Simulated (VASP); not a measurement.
# F (Fm-3m) in VASP: notebook

Runs on F. Level: LDA. Tasks: single point.

Program: VASP 6.6.1. These are calculated values, not measurements. Logs are shortened: lines on timing, memory, paths and dates and some standing lists are left out, and cuts for length are marked.

### 1 The cell of the first run

The structure is cubic, space group Fm-3m (No. 225). Conventional cell: a = 2.644 Å, b = 2.644 Å, c = 2.644 Å, α = 90.00°, β = 90.00°, γ = 90.00°. F (site symmetry m-3m) has 12 F at 1.87 Å within 2.5 Å.

### 2 Single point, LDA (volume scaled by 0.55)

The input, INCAR:

```
SYSTEM = F
PREC = Accurate
ENCUT = 520
EDIFF = 1E-7
ISMEAR = -1
SIGMA = 0.05
LREAL = .FALSE.
LASPH = .TRUE.
NELM = 80
ALGO = Normal
ISIF = 2
LWAVE = .FALSE.
LCHARG = .FALSE.
GGA = CA
NBANDS = 10
```

The input, KPOINTS:

```
Automatic mesh
0
G
  17 17 17
  0 0 0
```

The input, POSCAR:

```
F
1.0
    0.0000000000      1.3218407916      1.3218407916
    1.3218407916      0.0000000000      1.3218407916
    1.3218407916      1.3218407916      0.0000000000
F
1
Direct
    0.0000000000      0.0000000000      0.0000000000
```

Potentials or basis: VASP PAW LDA potentials, release 64 (F).

Command:

```console
$ cat potpaw_LDA.64/F/POTCAR > POTCAR
$ mpirun -np 1 vasp_std > vasp.out
```

OUTCAR:

```text
SYSTEM = F
   PREC = Accurate
   ENCUT = 520
   EDIFF = 1E-7
   ISMEAR = -1
   LREAL = .FALSE.
   LASPH = .TRUE.
   NELM = 80
   ISIF = 2
   GGA = CA

 ion  position               nearest neighbor table
   1  0.000  0.000  0.000-

  LATTYP: Found a face centered cubic cell.
 ALAT       =     2.6436815832

  Lattice vectors:

 A1 = (   0.0000000000,   1.3218407916,   1.3218407916)
 A2 = (   1.3218407916,   0.0000000000,   1.3218407916)
 A3 = (   1.3218407916,   1.3218407916,   0.0000000000)

Analysis of symmetry for initial positions (statically):
=====================================================================
 Subroutine PRICEL returns:
 Original cell was already a primitive cell.

 Routine SETGRP: Setting up the symmetry group for a
 face centered cubic supercell.

 Subroutine GETGRP returns: Found 48 space group operations
 (whereof 48 operations were pure point group operations)
 out of a pool of 48 trial point group operations.

The static configuration has the point symmetry O_h .

Analysis of symmetry for dynamics (positions and initial velocities):
=====================================================================
 Subroutine PRICEL returns:
 Original cell was already a primitive cell.

 Routine SETGRP: Setting up the symmetry group for a
 face centered cubic supercell.

 Subroutine GETGRP returns: Found 48 space group operations
 (whereof 48 operations were pure point group operations)
 out of a pool of 48 trial point group operations.

The dynamic configuration has the point symmetry O_h .

 Subroutine INISYM returns: Found 48 space group operations
 (whereof 48 operations are pure point group operations),
 and found     1 'primitive' translations

----------------------------------------------------------------------------------------

                                     Primitive cell

  volume of cell :       4.6192

  direct lattice vectors                    reciprocal lattice vectors
     0.000000000  1.321840792  1.321840792    -0.378260380  0.378260380  0.378260380
     1.321840792  0.000000000  1.321840792     0.378260380 -0.378260380  0.378260380
     1.321840792  1.321840792  0.000000000     0.378260380  0.378260380 -0.378260380

  length of vectors
     1.869365175  1.869365175  1.869365175     0.655166196  0.655166196  0.655166196

  position of ions in fractional coordinates (direct lattice)
     0.000000000  0.000000000  0.000000000

  ion indices of the primitive-cell ions
   primitive index   ion index
                 1           1
[... 71 lines left out ...]
   NELM   =     80;   NELMIN=  2; NELMDL= -5     # of ELM steps
   EDIFF  = 0.1E-06   stopping-criterion for ELM
   LREAL  =      F    real-space projection
   EDIFFG = 0.1E-05   stopping-criterion for IOM
   NSW    =      0    number of steps for IOM
   IBRION =     -1    ionic relax: 0-MD 1-quasi-New 2-CG
   NFREE  =      0    steps in history (QN), initial steepest desc. (CG)
   ISIF   =      2    stress and relaxation
   ISYM   =      2    0-nonsym 1-usesym 2-fastsym
   POTIM  = 0.5000    time-step for ionic-motion
   TEBEG  =    0.0;   TEEND  =   0.0 temperature during run
   PSTRESS=    0.0 pullay stress
   NELECT =       7.0000    total number of electrons
   NUPDOWN=      -1.0000    fix difference up-down
   EMIN   =  10.00;   EMAX   =-10.00  energy-range for DOS
   EFERMI =   0.00;   METHOD = LEGACY
   ISMEAR =    -1;   SIGMA  =   0.05  broadening in eV -4-tet -1-fermi 0-gaus
   EFERMI_NEDOS =   21; number of points for ismear=-14 and -15
   IALGO  =     38    algorithm
   IMIX   =      4    mixing-type and parameters
     AMIX     =   0.40;   BMIX     =  1.00
     AMIX_MAG =   1.60;   BMIX_MAG =  1.00
  volume/ion in A,a.u.               =       4.62        31.17
  Fermi-wavevector in a.u.,A,eV,Ry     =   1.880406  3.553453 48.109219  3.535928
  Thomas-Fermi vector in A             =   2.924016
   LORBIT       =      0    0 simple, 1 ext, 2 COOP (PROOUT), +10 PAW based schemes
   GGA     = CA    functional components
   LHFCALC =     F    Hartree Fock is set to
   AEXX    =    0.0000 exact exchange contribution
   IVDW    =     0    specifies the selected vdW correction
   LEPSILON=     F    determine dielectric tensor
   LRPA    =     F    only Hartree local field effects (RPA)
 non-spin polarized calculation
  energy-cutoff  :      520.00
  volume of cell :        4.62
 maximum number of plane-waves:       137
 NGX is ok and might be reduce to    14
   NGX =  7   NGY =  7   NGZ =  7

 number of electron       7.0000013 magnetization

 Free energy of the ion-electron system (eV)
  ---------------------------------------------------
  ext. energy  EPLUGINS =         0.00000000
  ---------------------------------------------------
  free energy    TOTEN  =         0.49083247 eV

  energy without entropy =        0.49707760  energy(sigma->0) =        0.49395503

 E-fermi :   7.1847     XC(G=0): -15.9121

 val. band max:        7.1715249573   @ k =   0.4706   0.1176   0.0000
 cond. band min:       7.1855420485   @ k =   0.2941   0.2353   0.0588
 fundamental gap:      0.0140170912
 Fermi energy:         7.1846971663

 k-point     1 :       0.0000    0.0000    0.0000
  band No.  band energies     occupation
      1     -23.3663      2.00000
      2       8.9448      0.00000
      3       8.9448      0.00000
      4       8.9448      0.00000
      5      33.3992      0.00000
      6      52.7853      0.00000
      7      52.7853      0.00000
      8      52.7853      0.00000
      9      58.9076      0.00000
     10      70.4578      0.00000
[... 287 lines left out ...]
 k-point    24 :      -0.1176    0.0588    0.0000
  band No.  band energies     occupation
      1     -22.3623      2.00000
      2       6.6958      1.99989
      3       8.2735      0.00000
      4       8.8324      0.00000
      5      34.5706      0.00000
      6      46.1074      0.00000
      7      52.6420      0.00000
      8      54.0046      0.00000
      9      60.9873      0.00000
     10      63.7119      0.00000

 [... further k-points ...]
[... 5 lines left out ...]
  --------------------------------------------------------------------------------------
  -------------------------------------------------------------------------------------
  Total        7.6963092      7.6963092      7.6963092      0.0000000      0.0000000     -0.0000000
  in kB     2669.4736875   2669.4736875   2669.4736875      0.0000000      0.0000000     -0.0000000
  external PRESSURE =    2669.4736875 kB  Pullay stress =       0.0000000 kB

 VOLUME and BASIS-vectors are now :
 -----------------------------------------------------------------------------
  energy-cutoff  :      520.00
  volume of cell :        4.62
      direct lattice vectors                 reciprocal lattice vectors
     0.000000000  1.321840792  1.321840792    -0.378260380  0.378260380  0.378260380
     1.321840792  0.000000000  1.321840792     0.378260380 -0.378260380  0.378260380
     1.321840792  1.321840792  0.000000000     0.378260380  0.378260380 -0.378260380

 POSITION                                       TOTAL-FORCE (eV/Angst)
 -----------------------------------------------------------------------------------
      0.00000      0.00000      0.00000        -0.000000      0.000000      0.000000
 -----------------------------------------------------------------------------------
    total drift:                               -0.000000     -0.000000     -0.000000

  FREE ENERGIE OF THE ION-ELECTRON SYSTEM (eV)
  ---------------------------------------------------
  free  energy   TOTEN  =         0.4908324664 eV

  energy  without entropy=        0.4970775993  energy(sigma->0) =        0.49395503
```

It took 2 s on 1 thread of Intel Xeon 6975P-C (Granite Rapids), shared host; peak memory 0.1 GiB.

What came out:

| Quantity | Value |
| --- | --- |
| Free energy | 0.4908 eV |
| Pressure | 266.9 GPa |

Caveat: an odd number of electrons without spin polarisation forces a metal; a magnetic or distorted state may lie lower.

### 3 Single point, LDA (volume scaled by 0.65)

INCAR, as its differences from that of step 2:

```diff
@@ -8,3 +8,3 @@
 LASPH = .TRUE.
-NELM = 80
+NELM = 100
 ALGO = Normal
```

KPOINTS is that of step 2.

The input, POSCAR:

```
F
1.0
    0.0000000000      1.3975350400      1.3975350400
    1.3975350400      0.0000000000      1.3975350400
    1.3975350400      1.3975350400      0.0000000000
F
1
Direct
    0.0000000000      0.0000000000      0.0000000000
```

Potentials or basis: VASP PAW LDA potentials, release 64 (F).

Command:

```console
$ cat potpaw_LDA.64/F/POTCAR > POTCAR
$ mpirun -np 1 vasp_std > vasp.out
```

Wall time 2.4 s (1 thread of Intel Xeon 6975P-C (Granite Rapids), shared host); peak memory 0.11 GiB.

The run converged. Its results:

```yaml
Free_energy: -0.5122 eV
Pressure: 129.1 GPa
```

Levels at points of the mesh, in eV from the Fermi level:
```csv
k point,band 1,band 2,band 3,band 4,band 5,band 6,band 7,band 8
"(0.00, 0.00, 0.00)",-27.68,1.39,1.39,1.39,22.23,43.05,43.05,43.05
```

Caveat: an odd number of electrons without spin polarisation forces a metal; a magnetic or distorted state may lie lower.

### 4 Single point, LDA (volume scaled by 0.65)

The input, INCAR:

```
ALGO = Normal
EDIFF = 1E-6
ENCUT = 520
ISIF = 2
ISMEAR = -1
LASPH = True
LCHARG = True
LELF = True
LREAL = False
LVHAR = True
LWAVE = False
NBANDS = 10
NELM = 60
PREC = Accurate
SIGMA = 0.05
```

The input, KPOINTS:

```
k-points
0
Gamma
  17 17 17
```

POSCAR is that of step 3.

Command:

```console
$ cat potpaw_LDA.64/F/POTCAR > POTCAR
$ mpirun -np 1 vasp_std > vasp.out
```

Wall time 2.3 s (1 thread of Intel Xeon 6975P-C (Granite Rapids), shared host); peak memory 0.11 GiB.

The run converged. Its results:

| Quantity | Value |
| --- | --- |
| Free energy | -0.5122 eV |
| Pressure | 129.2 GPa |

Levels at points of the mesh, in eV from the Fermi level:
| k point | band 1 | band 2 | band 3 | band 4 | band 5 | band 6 | band 7 | band 8 | band 9 |
| --- | --- | --- | --- | --- | --- | --- | --- | --- | --- |
| (0.00, 0.00, 0.00) | -27.68 | 1.39 | 1.39 | 1.39 | 22.23 | 43.05 | 43.05 | 43.05 | 48.61 |

Caveat: an odd number of electrons without spin polarisation forces a metal; a magnetic or distorted state may lie lower.

### 5 Single point, LDA (volume scaled by 0.75)

The input, INCAR:

```
ALGO = Normal ; EDIFF = 1E-6
ENCUT = 520 ; GGA = CA
ISIF = 2 ; ISMEAR = -1
LASPH = True ; LCHARG = False
LREAL = False ; LWAVE = False
NBANDS = 10 ; NELM = 60
PREC = Accurate ; SIGMA = 0.05
```

KPOINTS is that of step 4.

The input, POSCAR:

```
F
1.0
    0.0000000000      1.4658133561      1.4658133561
    1.4658133561      0.0000000000      1.4658133561
    1.4658133561      1.4658133561      0.0000000000
F
1
Direct
    0.0000000000      0.0000000000      0.0000000000
```

Command:

```console
$ cat potpaw_LDA.64/F/POTCAR > POTCAR
$ mpirun -np 1 vasp_std > vasp.out
```

Wall time 2.6 s (1 thread of Intel Xeon 6975P-C (Granite Rapids), shared host); peak memory 0.11 GiB.

Results (log left out):

| Quantity | Value |
| --- | --- |
| Free energy | -0.9950 eV |
| Pressure | 60.2 GPa |

Levels at points of the mesh, in eV from the Fermi level:
```csv
k point,band 1,band 2,band 3,band 4,band 5,band 6,band 7,band 8,band 9
"(0.00, 0.00, 0.00)",-25.65,1.13,1.13,1.13,19.43,40.98,40.98,40.98,46.06
```

Caveat: an odd number of electrons without spin polarisation forces a metal; a magnetic or distorted state may lie lower.

### 6 Single point, LDA (volume scaled by 0.75)

The input, INCAR:

```
PREC = Accurate
ENCUT = 520
EDIFF = 1E-6
ISMEAR = -1
SIGMA = 0.05
LREAL = False
LASPH = True
NELM = 60
ALGO = Normal
ISIF = 2
LWAVE = False
LCHARG = True
LELF = True
LVHAR = True
NBANDS = 10
```

The input, KPOINTS:

```
Automatic mesh
0
Gamma
  17 17 17
```

POSCAR is that of step 5.

Potentials or basis: VASP PAW LDA potentials, release 64 (F).

Command:

```console
$ cat potpaw_LDA.64/F/POTCAR > POTCAR
$ mpirun -np 1 vasp_std > vasp.out
```

OUTCAR:

```text
PREC = Accurate
   ENCUT = 520
   EDIFF = 1E-6
   ISMEAR = -1
   LREAL = False
   LASPH = True
   NELM = 60
   ISIF = 2

 ion  position               nearest neighbor table
   1  0.000  0.000  0.000-

  LATTYP: Found a face centered cubic cell.
 ALAT       =     2.9316267122

  Lattice vectors:

 A1 = (   0.0000000000,   1.4658133561,   1.4658133561)
 A2 = (   1.4658133561,   0.0000000000,   1.4658133561)
 A3 = (   1.4658133561,   1.4658133561,   0.0000000000)

Analysis of symmetry for initial positions (statically):
[... 481 lines left out ...]
      4       2.7661      0.00000
      5      22.4219      0.00000
      6      36.9859      0.00000
      7      42.2475      0.00000
      8      43.6605      0.00000
      9      49.3402      0.00000
     10      51.3456      0.00000

 [... further k-points ...]
[... 5 lines left out ...]
  --------------------------------------------------------------------------------------
  -------------------------------------------------------------------------------------
  Total        2.3650557      2.3650557      2.3650557      0.0000000     -0.0000000      0.0000000
  in kB      601.5696764    601.5696764    601.5696764      0.0000000     -0.0000000      0.0000000
  external PRESSURE =     601.5696764 kB  Pullay stress =       0.0000000 kB

 VOLUME and BASIS-vectors are now :
 -----------------------------------------------------------------------------
  energy-cutoff  :      520.00
  volume of cell :        6.30
      direct lattice vectors                 reciprocal lattice vectors
     0.000000000  1.465813356  1.465813356    -0.341107548  0.341107548  0.341107548
     1.465813356  0.000000000  1.465813356     0.341107548 -0.341107548  0.341107548
     1.465813356  1.465813356  0.000000000     0.341107548  0.341107548 -0.341107548

 POSITION                                       TOTAL-FORCE (eV/Angst)
 -----------------------------------------------------------------------------------
      0.00000      0.00000      0.00000         0.000000      0.000000      0.000000
 -----------------------------------------------------------------------------------
    total drift:                                0.000000      0.000000      0.000000

  FREE ENERGIE OF THE ION-ELECTRON SYSTEM (eV)
  ---------------------------------------------------
  free  energy   TOTEN  =        -0.9949885037 eV

  energy  without entropy=       -0.9844213321  energy(sigma->0) =       -0.98970492
```

It took 2.1 s on 1 thread of Intel Xeon 6975P-C (Granite Rapids), shared host; peak memory 0.11 GiB.

What came out:

```yaml
Free_energy: -0.9950 eV
Pressure: 60.2 GPa
```

Levels at points of the mesh, in eV from the Fermi level:
```tsv
k point	band 1	band 2	band 3	band 4	band 5	band 6	band 7	band 8
(0.00, 0.00, 0.00)	-25.65	1.13	1.13	1.13	19.43	40.98	40.98	40.98
```

Caveat: an odd number of electrons without spin polarisation forces a metal; a magnetic or distorted state may lie lower.

[end of part 1 of 2]
